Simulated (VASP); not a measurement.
# Al16N16F (a cell with a defect) in VASP: further runs, part 2 of 2

VASP 6.6.1.

## (3) Single point, PBE, collinear spin

Contents of INCAR:

```
PREC = Accurate ; ENCUT = 520
EDIFF = 1E-6 ; ISMEAR = -1
SIGMA = 0.01 ; LREAL = Auto
LASPH = T ; NELM = 150
ALGO = Normal ; ISIF = 2
LWAVE = F ; LCHARG = F
ISPIN = 2 ; MAGMOM = 0.01 0 0 0 0.01 0 0 0 0 0 0 0 0 0 0 0 0.08 0.37 0.02 0.02 0.01 0.42 0.12 0.03 0.07 0.02 0.01 0.04 0.07 0.12 0.02 0.04 0.21
LORBIT = 11 ; NUPDOWN = 2.0
GGA = PE ; NELECT = 134.0
NBANDS = 94
```

Contents of KPOINTS:

```
Automatic mesh
0
Gamma
  1 1 1
  0.25 0.25 0.25
```

Contents of POSCAR:

```
Al16N16F
1.0
    6.2595139128      0.0000000578      0.0000000000
   -3.1297570064      5.4208980350      0.0000000000
    0.0000000000      0.0000000000     10.0348065929
Al N F
16 16 1
Direct
    0.3460958601      0.1737917781      0.2527772837
    0.1676533679      0.3325355122      0.5048856257
    0.3335316434      0.1660187652      0.7509657544
    0.1604611086      0.3300834470      0.9928471871
    0.3373812517      0.6684196203      0.2607939503
    0.1678120287      0.8362056478      0.5049581113
    0.3295025043      0.6630898447      0.7474996863
    0.1605254630      0.8322461048      0.9921009308
    0.8298010250      0.1641634478      0.2503770217
    0.6732651514      0.3367023388      0.5070629973
    0.8310666514      0.1634722892      0.7522982063
    0.6637022241      0.3325863478      0.9998028184
    0.8265529987      0.6655292369      0.2519272969
    0.6679532495      0.8344100093      0.5042331579
    0.8307995121      0.6648249190      0.7519110769
    0.6571047986      0.8298252212      0.9983191164
    0.3465941247      0.1763605753      0.4478378291
    0.1748206061      0.3557192557      0.1821541249
    0.3294746625      0.1673230703      0.9404214194
    0.1651771491      0.3283293953      0.6931751252
    0.3321398932      0.6681754982      0.4462357700
    0.1779800638      0.8216420696      0.1817727250
    0.3250746496      0.6651231001      0.9368680504
    0.1657660398      0.8313500009      0.6935223497
    0.8318485676      0.1701732525      0.4444865777
    0.6706674101      0.3349096068      0.1902527482
    0.8258386836      0.1643518040      0.9409568068
    0.6682275422      0.3304987325      0.6950036906
    0.8312433194      0.6634268531      0.4462331430
    0.6474215524      0.8251651629      0.1852570679
    0.8256566071      0.6663845165      0.9410622153
    0.6656980274      0.8296087952      0.6930883952
    0.0187191511      0.0056545950      0.2966438595
```

Potentials or basis: VASP PAW PBE potentials, release 64 (Al, N, F).

Run with:

```console
$ cat potpaw_PBE.64/Al/POTCAR potpaw_PBE.64/N/POTCAR potpaw_PBE.64/F/POTCAR > POTCAR
$ mpirun -np 1 vasp_std > vasp.out
```

OUTCAR:

```text
PREC = Accurate
   ENCUT = 520
   EDIFF = 1E-6
   ISMEAR = -1
   LREAL = Auto
   LASPH = T
   NELM = 150
   ISIF = 2
   ISPIN = 2
   LORBIT = 11
   NUPDOWN = 2.0
   GGA = PE
   NELECT = 134.0

 ion  position               nearest neighbor table
   1  0.346  0.174  0.253-  33 1.83  26 1.87  17 1.96  22 2.04  18 2.04  13 3.04   9 3.06  12 3.07
                            10 3.11   2 3.12   6 3.12   5 3.12   5 3.14   4 3.20   9 3.20   8 3.21
   2  0.168  0.333  0.505-  20 1.89  17 1.91  21 1.91  25 1.92   7 3.02   5 3.05   3 3.06  11 3.08
                             6 3.11  10 3.11   1 3.12  14 3.12  14 3.14   9 3.14  10 3.15   6 3.15
   3  0.334  0.166  0.751-  20 1.88  28 1.90  19 1.90  24 1.90   8 3.02   4 3.04   6 3.05   2 3.06
[... 1308 lines left out ...]
      0.01985      3.62343      2.61702        -0.107488     -0.070404      0.001844
     -1.56670      4.53299      5.06716        -0.078701      0.110075      0.031395
[... 25 lines left out ...]
      1.57047      4.49722      6.95501        -0.202676      0.140218     -0.001125
      0.09948      0.03065      2.97676        -0.186931     -0.041538      0.078442
 -----------------------------------------------------------------------------------
    total drift:                                0.000886      0.004765      0.003812

  FREE ENERGIE OF THE ION-ELECTRON SYSTEM (eV)
  ---------------------------------------------------
  free  energy   TOTEN  =      -247.1518908003 eV

  energy  without entropy=     -247.1517109715  energy(sigma->0) =     -247.15180089

 total charge

# of ion       s       p       d       tot
------------------------------------------
    1        0.354   0.393   0.000   0.747
    2        0.372   0.425   0.000   0.797
    3        0.372   0.430   0.000   0.802
    4        0.374   0.430   0.000   0.804
    5        0.381   0.456   0.000   0.836
    6        0.372   0.423   0.000   0.794
[... 25 lines left out ...]
   32        1.232   2.607   0.000   3.838
   33        1.768   4.424   0.000   6.193
--------------------------------------------------
tot         27.465  52.680   0.000  80.145

 magnetization (x)

# of ion       s       p       d       tot
------------------------------------------
    1       -0.001   0.008   0.000   0.007
    2       -0.000   0.000   0.000  -0.000
    3       -0.000   0.000   0.000  -0.000
    4       -0.002   0.002   0.000   0.001
    5       -0.004   0.006   0.000   0.003
    6       -0.000   0.000   0.000  -0.000
[... 25 lines left out ...]
   32        0.001   0.032   0.000   0.033
   33        0.001   0.194   0.000   0.195
--------------------------------------------------
tot          0.017   1.468   0.000   1.486
```

OSZICAR:

```text
N       E                     dE             d eps       ncg     rms          rms(c)
DAV:   1     0.561884693510E+03    0.56188E+03   -0.62767E+04  2256   0.129E+03
DAV:   2    -0.225205949652E+03   -0.78709E+03   -0.76035E+03  2824   0.269E+02
DAV:   3    -0.279735193176E+03   -0.54529E+02   -0.54034E+02  2720   0.743E+01
DAV:   4    -0.280469573016E+03   -0.73438E+00   -0.73248E+00  2792   0.934E+00
[... 10 lines left out ...]
DAV:  15    -0.247151889534E+03   -0.71378E-04   -0.37944E-04  2536   0.681E-02    0.518E-02
DAV:  16    -0.247151891392E+03   -0.18587E-05   -0.10705E-04  2768   0.335E-02    0.373E-02
DAV:  17    -0.247151888241E+03    0.31516E-05   -0.39260E-05  2808   0.228E-02    0.183E-02
DAV:  18    -0.247151890793E+03   -0.25521E-05   -0.19286E-05  2560   0.132E-02    0.722E-03
DAV:  19    -0.247151890800E+03   -0.73424E-08   -0.34711E-06  1912   0.667E-03
   1 F= -.24715189E+03 E0= -.24715180E+03  d E =-.179829E-03  mag=     2.0000
```

Run time: 23 min. Hardware: 1 thread of Intel Xeon Platinum 8375C at 2.90GHz (Ice Lake), shared host; peak memory 0.71 GiB.

Results:

```yaml
Free_energy: -247.1519 eV
Largest_force: 0.277 eV/Å
Net_moment: 2.00 μB per cell
Site_moments: Al +0.01, -0.00, +0.00 (each value once); N +0.07, +0.31, +0.02, +0.00, +0.36, +0.11, +0.06, +0.01, +0.04, +0.12, +0.03 (each value once); F +0.20 μB
Valence_electrons_inside_the_program's_atomic_spheres: Al 0.75, 0.80, 0.84, 0.79, 0.81, 0.76, 0.83 (each value once); N 3.82, 3.76, 3.84, 3.75, 3.83, 3.85 (each value once); F 6.19
```

Forces on the atoms (eV/Å):
```
Al   0.032  0.058 -0.058
Al  -0.111  0.045 -0.030
Al   0.119 -0.114  0.003
Al  -0.082  0.059  0.044
Al  -0.107 -0.070  0.002
Al  -0.079  0.110  0.031
Al   0.097 -0.009 -0.048
Al  -0.178  0.135  0.035
Al   0.049  0.053  0.116
Al  -0.061 -0.047  0.000
Al   0.130 -0.123 -0.013
Al  -0.128  0.094  0.027
Al   0.172 -0.115 -0.055
Al  -0.117  0.043  0.069
Al   0.130 -0.042  0.025
Al  -0.047  0.060 -0.111
N    0.119 -0.180 -0.067
N    0.131 -0.022  0.042
N    0.174 -0.106  0.000
N   -0.188  0.123  0.015
N    0.175 -0.071 -0.031
N   -0.040  0.048 -0.040
N    0.194 -0.116  0.094
N   -0.210  0.108 -0.036
N    0.133 -0.015 -0.005
N   -0.186  0.102 -0.022
N    0.177 -0.113  0.025
N   -0.225  0.162 -0.017
N    0.135 -0.036 -0.113
N    0.028 -0.017  0.040
N    0.154 -0.103 -0.003
N   -0.203  0.140 -0.001
F   -0.187 -0.042  0.078
```

Caveat: the k points lie up to 0.58 Å⁻¹ apart; the cell carries a net charge on a neutralising background, which shifts energy and pressure; the total moment is fixed, so each spin has its own Fermi level and the state may be an excited one.
